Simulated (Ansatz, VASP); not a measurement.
One calculation of NaCl, two programs

File INCAR:

```
SYSTEM = NaCl
ALGO     = Normal         ! electronic algorithm
EDIFF    = 1E-7           ! SCF threshold, eV
ENCUT    = 520            ! plane-wave cutoff, eV
GGA      = PS             ! functional
ISIF     = 2              ! what is computed and relaxed
ISMEAR   = 0              ! smearing method
LASPH    = .TRUE.         ! aspherical terms in the spheres
LCHARG   = .FALSE.        ! write CHGCAR
LREAL    = .FALSE.        ! projectors in reciprocal space
LWAVE    = .FALSE.        ! write WAVECAR
NBANDS   = 14             ! bands
NELM     = 100            ! most SCF steps
PREC     = Accurate       ! precision mode
SIGMA    = 0.02           ! smearing width, eV
```

Contents of KPOINTS:

```
k-points
0
G
  6 6 6
  0 0 0
```

The input POSCAR:

```
NaCl
1.0
    3.6149955399     -0.0350219000      0.0075297085
   -0.0350219000      3.6353082419     -0.0043076937
    0.0075297085     -0.0043076937      3.6015121084
Na Cl
1 1
Direct
   -0.0003483535     -0.0428246326     -0.0006795748
    0.5003483535      0.5428246326      0.5006795748
```

Input for Ansatz:

```yaml
crystal:
  lattice:
    - [3.6149955399, -0.0350219, 0.0075297085]
    - [-0.0350219, 3.6353082419, -0.0043076937]
    - [0.0075297085, -0.0043076937, 3.6015121084]
  atoms:
    - { symbol: Na, position: [-0.0003483535, -0.0428246326, -0.0006795748] }
    - { symbol: Cl, position: [0.5003483535, 0.5428246326, 0.5006795748] }
basis:
  ecutwfc: 420
kpoints:
  mp_grid: { grid: [6, 6, 6] }
hamiltonian:
  xc: pbesol
scf:
  occupations: { method: gaussian, width: 0.02 }
output:
  forces: true
  stress: true
  eigenvalues: true
```

Change from the starting cell: all atoms moved at random, cell strained at random.

Alike in both runs: task single point; functional PBEsol; k mesh 6 × 6 × 6; occupations gaussian, width 0.02 eV; no spin polarisation.

```csv
,VASP,Ansatz
version,VASP 6.6.1,Ansatz 0.2.0
potentials or method,"VASP PAW PBE potentials, release 64 (Na_pv, Cl), cutoff 520 eV","scalar-relativistic, plane waves, PAW"
valence electrons in the cell,14,16
```

```csv
,VASP,Ansatz,Ansatz less VASP
gap on the k mesh at the Fermi level (eV),3.60,3.61,+0.003
least direct gap on the mesh (eV),4.01,4.01,+0.003
pressure (GPa),-2.5,-2.5,+0.01
"traceless stress, the component that is largest in VASP (GPa)",0.15,0.15,-0.003
rms of the force components (eV/Å),0.009,0.009,+0.0002
```

VASP's potentials were made for PBE, not for PBEsol. Atom by atom the forces differ by 0.002 eV/Å (rms over components). VASP's potentials hold 14 valence electrons a cell and Ansatz's 16, so a difference there can come from the potentials and not from the codes.
